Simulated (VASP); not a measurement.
# YAlC4N4 (P4/mmm) in VASP: single point with PBE

Aim: the single point of YAlC4N4 with PBE.

Program: VASP 6.6.1. These are calculated values, not measurements. Logs are shortened: lines on timing, memory, paths and dates and some standing lists are left out, and cuts for length are marked.

### 1 The cell of the first run

The structure is tetragonal, space group P4/mmm (No. 123). Conventional cell: a = 7.834 Å, b = 7.834 Å, c = 3.577 Å, α = 90.00°, β = 90.00°, γ = 90.00°. Y (site symmetry 4/mmm) has 4 N at 2.36 Å within 3.1 Å. Within 2.7 Å of Al (site symmetry 4/mmm) lie 4 C at 2.01 Å. C (site symmetry m2m) has 1 N at 1.17 Å within 1.6 Å. N (site symmetry m2m) has 1 C at 1.17 Å within 1.6 Å.

### 2 Single point, PBE

File INCAR:

```
SYSTEM = YAlC4N4
  PREC = Accurate
  ENCUT = 1330
  EDIFF = 1E-6
  ISMEAR = 0
  SIGMA = 0.1
  LREAL = .False.
  LASPH = .True.
  NELM = 120
  ALGO = Normal
  ISIF = 2
  LWAVE = .False.
  LCHARG = .False.
  GGA = PE
  NBANDS = 36
  GGA_COMPAT = .False.
```

File KPOINTS:

```
regular mesh
0
Gamma
  2 2 6
  0 0 0
```

File POSCAR:

```
YAlC4N4
1.0
    7.8341416093      0.0000000000      0.0000000000
    0.0000000000      7.8341416093      0.0000000000
    0.0000000000      0.0000000000      3.5771301704
Y Al C N
1 1 4 4
Direct
    0.5000000000      0.5000000000      0.0000000000
    0.0000000000      0.0000000000      0.0000000000
    0.1812541070      0.8187458930      0.0000000000
    0.8187458930      0.1812541070      0.0000000000
    0.1812541070      0.1812541070      0.0000000000
    0.8187458930      0.8187458930      0.0000000000
    0.2868611971      0.7131388029      0.0000000000
    0.7131388029      0.2868611971      0.0000000000
    0.2868611971      0.2868611971      0.0000000000
    0.7131388029      0.7131388029      0.0000000000
```

Potentials or basis: VASP PAW PBE potentials, release 64 (Y_sv, Al, C_h, N_h).

On the command line:

```bash
cat potpaw_PBE.64/Y_sv/POTCAR potpaw_PBE.64/Al/POTCAR potpaw_PBE.64/C_h/POTCAR potpaw_PBE.64/N_h/POTCAR > POTCAR
mpirun -np 1 vasp_std > vasp.out
```

OUTCAR:

```text
SYSTEM = YAlC4N4
   PREC = Accurate
   ENCUT = 1330
   EDIFF = 1E-6
   ISMEAR = 0
   LREAL = .False.
   LASPH = .True.
   NELM = 120
   ISIF = 2
   GGA = PE

 ion  position               nearest neighbor table
   1  0.500  0.500  0.000-   7 2.36   8 2.36   9 2.36  10 2.36
   2  0.000  0.000  0.000-   3 2.01   4 2.01   5 2.01   6 2.01
   3  0.181  0.819  0.000-   7 1.17   2 2.01
   4  0.819  0.181  0.000-   8 1.17   2 2.01
   5  0.181  0.181  0.000-   9 1.17   2 2.01
   6  0.819  0.819  0.000-  10 1.17   2 2.01
   7  0.287  0.713  0.000-   3 1.17   1 2.36
   8  0.713  0.287  0.000-   4 1.17   1 2.36
   9  0.287  0.287  0.000-   5 1.17   1 2.36
  10  0.713  0.713  0.000-   6 1.17   1 2.36

  LATTYP: Found a simple tetragonal cell.
 ALAT       =     7.8341416093
 C/A-ratio  =     0.4566078007

  Lattice vectors:

 A1 = (   7.8341416093,   0.0000000000,   0.0000000000)
 A2 = (   0.0000000000,   7.8341416093,   0.0000000000)
 A3 = (   0.0000000000,   0.0000000000,   3.5771301704)

Analysis of symmetry for initial positions (statically):
=====================================================================
 Subroutine PRICEL returns:
 Original cell was already a primitive cell.

 Routine SETGRP: Setting up the symmetry group for a
 simple tetragonal supercell.

 Subroutine GETGRP returns: Found 16 space group operations
 (whereof 16 operations were pure point group operations)
 out of a pool of 16 trial point group operations.

The static configuration has the point symmetry D_4h.

Analysis of symmetry for dynamics (positions and initial velocities):
=====================================================================
 Subroutine PRICEL returns:
 Original cell was already a primitive cell.

 Routine SETGRP: Setting up the symmetry group for a
 simple tetragonal supercell.

 Subroutine GETGRP returns: Found 16 space group operations
 (whereof 16 operations were pure point group operations)
 out of a pool of 16 trial point group operations.

The dynamic configuration has the point symmetry D_4h.

 Subroutine INISYM returns: Found 16 space group operations
 (whereof 16 operations are pure point group operations),
 and found     1 'primitive' translations

----------------------------------------------------------------------------------------

                                     Primitive cell

  volume of cell :     219.5420

  direct lattice vectors                    reciprocal lattice vectors
     7.834141609  0.000000000  0.000000000     0.127646403  0.000000000  0.000000000
     0.000000000  7.834141609  0.000000000     0.000000000  0.127646403  0.000000000
     0.000000000  0.000000000  3.577130170     0.000000000  0.000000000  0.279553707

  length of vectors
     7.834141609  7.834141609  3.577130170     0.127646403  0.127646403  0.279553707

  position of ions in fractional coordinates (direct lattice)
     0.500000000  0.500000000  0.000000000
     0.000000000  0.000000000  0.000000000
     0.181254107  0.818745893  0.000000000
     0.818745893  0.181254107  0.000000000
     0.181254107  0.181254107  0.000000000
     0.818745893  0.818745893  0.000000000
     0.286861197  0.713138803  0.000000000
     0.713138803  0.286861197  0.000000000
     0.286861197  0.286861197  0.000000000
     0.713138803  0.713138803  0.000000000

  ion indices of the primitive-cell ions
   primitive index   ion index
                 1           1
                 2           2
                 3           3
                 4           4
                 5           5
                 6           6
                 7           7
                 8           8
                 9           9
                10          10

----------------------------------------------------------------------------------------

 KPOINTS: regular mesh

Automatic generation of k-mesh.
 Grid dimensions read from file:
 generate k-points for:    2    2    6

 Generating k-lattice:

  Cartesian coordinates                     Fractional coordinates (reciprocal lattice)
     0.063823202  0.000000000  0.000000000     0.500000000  0.000000000  0.000000000
     0.000000000  0.063823202  0.000000000     0.000000000  0.500000000  0.000000000
     0.000000000  0.000000000  0.046592285     0.000000000  0.000000000  0.166666667

  Length of vectors
     0.063823202  0.063823202  0.046592285

  Shift w.r.t. Gamma in fractional coordinates (k-lattice)
     0.000000000  0.000000000  0.000000000

 Subroutine IBZKPT returns following result:
 ===========================================

 Found     12 irreducible k-points:

 Following reciprocal coordinates:
            Coordinates               Weight
  0.000000  0.000000  0.000000      1.000000
  0.500000  0.000000  0.000000      2.000000
  0.500000  0.500000  0.000000      1.000000
  0.000000  0.000000  0.166667      2.000000
  0.500000  0.000000  0.166667      4.000000
  0.500000  0.500000  0.166667      2.000000
  0.000000  0.000000  0.333333      2.000000
  0.500000  0.000000  0.333333      4.000000
  0.500000  0.500000  0.333333      2.000000
  0.000000  0.000000  0.500000      1.000000
  0.500000  0.000000  0.500000      2.000000
  0.500000  0.500000  0.500000      1.000000
   k-points           NKPTS =     12   k-points in BZ     NKDIM =     12   number of bands    NBANDS=     36
   number of dos      NEDOS =    301   number of ions     NIONS =     10
   total plane-waves  NPLWV = 442368
   dimension x,y,z NGX =    96 NGY =   96 NGZ =   48
   dimension x,y,z NGXF=   192 NGYF=  192 NGZF=   96
   ions per type =               1   1   4   4
   NGX,Y,Z   is equivalent  to a cutoff of  20.37, 20.37, 22.31 a.u.
   NGXF,Y,Z  is equivalent  to a cutoff of  40.74, 40.74, 44.62 a.u.
 SYSTEM =  YAlC4N4
   PREC   = accura    normal or accurate (medium, high low for compatibility)
   ISTART =      0    job   : 0-new  1-cont  2-samecut
   ICHARG =      2    charge: 1-file 2-atom 10-const
   ISPIN  =      1    spin polarized calculation?
   LNONCOLLINEAR =      F non collinear calculations
   LSORBIT =      F    spin-orbit coupling
   LASPH  =      T    aspherical Exc in radial PAW
   ENCUT  = 1330.0 eV  97.75 Ry    9.89 a.u.  23.30 23.30 10.64*2*pi/ulx,y,z
   NELM   =    120;   NELMIN=  2; NELMDL= -5     # of ELM steps
   EDIFF  = 0.1E-05   stopping-criterion for ELM
   LREAL  =      F    real-space projection
   EDIFFG = 0.1E-04   stopping-criterion for IOM
   NSW    =      0    number of steps for IOM
   IBRION =     -1    ionic relax: 0-MD 1-quasi-New 2-CG
   NFREE  =      0    steps in history (QN), initial steepest desc. (CG)
   ISIF   =      2    stress and relaxation
   ISYM   =      2    0-nonsym 1-usesym 2-fastsym
   POTIM  = 0.5000    time-step for ionic-motion
   TEBEG  =    0.0;   TEEND  =   0.0 temperature during run
   PSTRESS=    0.0 pullay stress
   NELECT =      50.0000    total number of electrons
   NUPDOWN=      -1.0000    fix difference up-down
   EMIN   =  10.00;   EMAX   =-10.00  energy-range for DOS
   EFERMI =   0.00;   METHOD = LEGACY
   ISMEAR =     0;   SIGMA  =   0.10  broadening in eV -4-tet -1-fermi 0-gaus
   EFERMI_NEDOS =   21; number of points for ismear=-14 and -15
   IALGO  =     38    algorithm
   IMIX   =      4    mixing-type and parameters
     AMIX     =   0.40;   BMIX     =  1.00
     AMIX_MAG =   1.60;   BMIX_MAG =  1.00
  volume/ion in A,a.u.               =      21.95       148.15
  Fermi-wavevector in a.u.,A,eV,Ry     =   0.999752  1.889257 13.599080  0.999504
  Thomas-Fermi vector in A             =   2.132063
   LORBIT       =      0    0 simple, 1 ext, 2 COOP (PROOUT), +10 PAW based schemes
   GGA     = PE    functional components
   LHFCALC =     F    Hartree Fock is set to
   AEXX    =    0.0000 exact exchange contribution
   IVDW    =     0    specifies the selected vdW correction
   LEPSILON=     F    determine dielectric tensor
   LRPA    =     F    only Hartree local field effects (RPA)
 non-spin polarized calculation
 Gauss-broadening in eV      SIGMA  =   0.10
  energy-cutoff  :     1330.00
  volume of cell :      219.54
 maximum number of plane-waves:     24233
 NGX is ok and might be reduce to    96
   NGX = 47   NGY = 47   NGZ = 21

 number of electron      50.0000000 magnetization

 Free energy of the ion-electron system (eV)
  ---------------------------------------------------
  ext. energy  EPLUGINS =         0.00000000
  ---------------------------------------------------
  free energy    TOTEN  =       -80.17266861 eV

  energy without entropy =      -80.16909692  energy(sigma->0) =      -80.17088277

 E-fermi :   1.0862     XC(G=0):  -7.0836

 val. band max:        0.9556933705   @ k =   0.5000   0.5000   0.1667
 cond. band min:       1.1863325569   @ k =   0.0000   0.0000   0.0000
 fundamental gap:      0.2306391864
 Fermi energy:         1.0861904376

 k-point     1 :       0.0000    0.0000    0.0000
  band No.  band energies     occupation
      1     -42.1892      2.00000
      2     -22.3140      2.00000
      3     -22.3140      2.00000
      4     -21.9482      2.00000
      5     -18.0796      2.00000
      6     -17.9694      2.00000
[... 28 lines left out ...]
     35       5.1634      0.00000
     36       5.8988      0.00000

 k-point     2 :       0.5000    0.0000    0.0000
  band No.  band energies     occupation
      1     -42.1892      2.00000
      2     -22.3141      2.00000
      3     -22.3139      2.00000
      4     -21.9482      2.00000
      5     -18.0379      2.00000
      6     -18.0028      2.00000
[... 28 lines left out ...]
     35       5.0814      0.00000
     36       5.1383      0.00000

 k-point     3 :       0.5000    0.5000    0.0000
  band No.  band energies     occupation
      1     -42.1892      2.00000
      2     -22.3140      2.00000
      3     -22.3140      2.00000
      4     -21.9482      2.00000
      5     -18.0445      2.00000
      6     -18.0044      2.00000
[... 28 lines left out ...]
     35       5.2702      0.00000
     36       5.2702      0.00000

 k-point     4 :       0.0000    0.0000    0.1667
  band No.  band energies     occupation
      1     -42.1839      2.00000
      2     -22.3061      2.00000
      3     -22.3061      2.00000
      4     -22.0221      2.00000
      5     -18.0582      2.00000
      6     -17.9511      2.00000
[... 28 lines left out ...]
     35       5.2380      0.00000
     36       5.2697      0.00000

 k-point     5 :       0.5000    0.0000    0.1667
  band No.  band energies     occupation
      1     -42.1839      2.00000
      2     -22.3062      2.00000
      3     -22.3060      2.00000
      4     -22.0221      2.00000
      5     -18.0177      2.00000
      6     -17.9836      2.00000
[... 187 lines left out ...]
 k-point    10 :       0.0000    0.0000    0.5000
  band No.  band energies     occupation
      1     -42.1679      2.00000
      2     -22.2823      2.00000
      3     -22.2823      2.00000
      4     -22.2373      2.00000
      5     -17.9930      2.00000
      6     -17.8952      2.00000
[... 28 lines left out ...]
     35       5.3737      0.00000
     36       5.7267      0.00000

 k-point    11 :       0.5000    0.0000    0.5000
  band No.  band energies     occupation
      1     -42.1679      2.00000
      2     -22.2824      2.00000
      3     -22.2823      2.00000
      4     -22.2373      2.00000
      5     -17.9562      2.00000
      6     -17.9253      2.00000
[... 28 lines left out ...]
     35       5.4554      0.00000
     36       6.0473      0.00000

 k-point    12 :       0.5000    0.5000    0.5000
  band No.  band energies     occupation
      1     -42.1679      2.00000
      2     -22.2824      2.00000
      3     -22.2824      2.00000
      4     -22.2373      2.00000
      5     -17.9620      2.00000
      6     -17.9260      2.00000
[... 28 lines left out ...]
     35       5.8998      0.00000
     36       5.9819      0.00000

------------------------ aborting loop because EDIFF is reached ----------------------------------------

  FORCE on cell =-STRESS in cart. coord.  units (eV):
  Direction    XX          YY          ZZ          XY          YZ          ZX
  --------------------------------------------------------------------------------------
  -------------------------------------------------------------------------------------
  Total        0.0154158      0.0154158     -0.1790969      0.0000000      0.0000000      0.0000000
  in kB        0.1125018      0.1125018     -1.3070165      0.0000000      0.0000000      0.0000000
  external PRESSURE =      -0.3606710 kB  Pullay stress =       0.0000000 kB

 VOLUME and BASIS-vectors are now :
 -----------------------------------------------------------------------------
  energy-cutoff  :     1330.00
  volume of cell :      219.54
      direct lattice vectors                 reciprocal lattice vectors
     7.834141609  0.000000000  0.000000000     0.127646403  0.000000000  0.000000000
     0.000000000  7.834141609  0.000000000     0.000000000  0.127646403  0.000000000
     0.000000000  0.000000000  3.577130170     0.000000000  0.000000000  0.279553707

 POSITION                                       TOTAL-FORCE (eV/Angst)
 -----------------------------------------------------------------------------------
      3.91707      3.91707      0.00000         0.000000      0.000000      0.000000
      0.00000      0.00000      0.00000         0.000000      0.000000      0.000000
      1.41997      6.41417      0.00000        -0.016605      0.016605     -0.000000
      6.41417      1.41997      0.00000         0.016605     -0.016605      0.000000
      1.41997      1.41997      0.00000        -0.016605     -0.016605      0.000000
      6.41417      6.41417      0.00000         0.016605      0.016605     -0.000000
      2.24731      5.58683      0.00000         0.031896     -0.031896      0.000000
      5.58683      2.24731      0.00000        -0.031896      0.031896     -0.000000
      2.24731      2.24731      0.00000         0.031896      0.031896      0.000000
      5.58683      5.58683      0.00000        -0.031896     -0.031896     -0.000000
 -----------------------------------------------------------------------------------
    total drift:                                0.000000      0.000000     -0.000000

  FREE ENERGIE OF THE ION-ELECTRON SYSTEM (eV)
  ---------------------------------------------------
  free  energy   TOTEN  =       -80.1726686126 eV

  energy  without entropy=      -80.1690969213  energy(sigma->0) =      -80.17088277
```

It took 13 min on 1 thread of AMD EPYC 7R43 (Zen 3), shared host; peak memory 1.1 GiB.

What came out:

```yaml
Free_energy: -80.1727 eV
Pressure: 0.0 GPa
Largest_force: 0.045 eV/Å
Band_gap_on_the_k_mesh: 0.23 eV (least direct gap 0.31 eV)
```

Forces on the atoms (eV/Å):
```
Y    0.000  0.000  0.000
Al   0.000  0.000  0.000
C   -0.017  0.017  0.000
C    0.017 -0.017  0.000
C   -0.017 -0.017  0.000
C    0.017  0.017  0.000
N    0.032 -0.032  0.000
N   -0.032  0.032  0.000
N    0.032  0.032  0.000
N   -0.032 -0.032  0.000
```

A k mesh can miss the band edges.
